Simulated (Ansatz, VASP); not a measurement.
**AgCl in VASP and in Ansatz**

Contents of INCAR:

```
ALGO = Normal
EDIFF = 1E-7
ENCUT = 520
GGA = PS
ISIF = 2
ISMEAR = 0
LASPH = T
LCHARG = F
LREAL = F
LWAVE = F
NBANDS = 16
NELM = 60
PREC = Accurate
SIGMA = 0.01
```

The input KPOINTS:

```
k-points
0
Gamma
  8 8 8
```

The input POSCAR:

```
AgCl
1.0
    0.0000000000      2.7350000000      2.7350000000
    2.7350000000      0.0000000000      2.7350000000
    2.7350000000      2.7350000000      0.0000000000
Ag Cl
1 1
Direct
    0.0000000000      0.0000000000      0.0000000000
    0.5000000000      0.5000000000      0.5000000000
```

Input for Ansatz:

```yaml
crystal:
  lattice:
    - [0.0, 2.735, 2.735]
    - [2.735, 0.0, 2.735]
    - [2.735, 2.735, 0.0]
  atoms:
    - { symbol: Ag, position: [0.0, 0.0, 0.0] }
    - { symbol: Cl, position: [0.5, 0.5, 0.5] }
kpoints:
  mp_grid:
    grid: [8, 8, 8]
hamiltonian:
  xc: pbesol
  pseudopotentials:
    kind: all_electron
    lapw: {}
scf:
  occupations:
    method: fixed
output:
  forces: true
  stress: true
  eigenvalues: true
```

Alike in both runs: task single point; functional PBEsol; k mesh 8 × 8 × 8; no spin polarisation.

|  | VASP | Ansatz |
| --- | --- | --- |
| version | VASP 6.6.1 | Ansatz 0.2.0 |
| potentials or method | VASP PAW PBE potentials, release 64 (Ag, Cl), cutoff 520 eV | all-electron (LAPW or listed datasets) |
| occupations | gaussian, width 0.01 eV | fixed |

Ansatz gave:

- gap on the k mesh at the Fermi level (eV): 0.73
- pressure (GPa): -0.7

Q: What did VASP give for the same quantities?

A: gap on the k mesh at the Fermi level (eV): 0.72; pressure (GPa): -0.8.

VASP's potentials were made for PBE, not for PBEsol. Ansatz ran all-electron here, and VASP with PAW potentials.
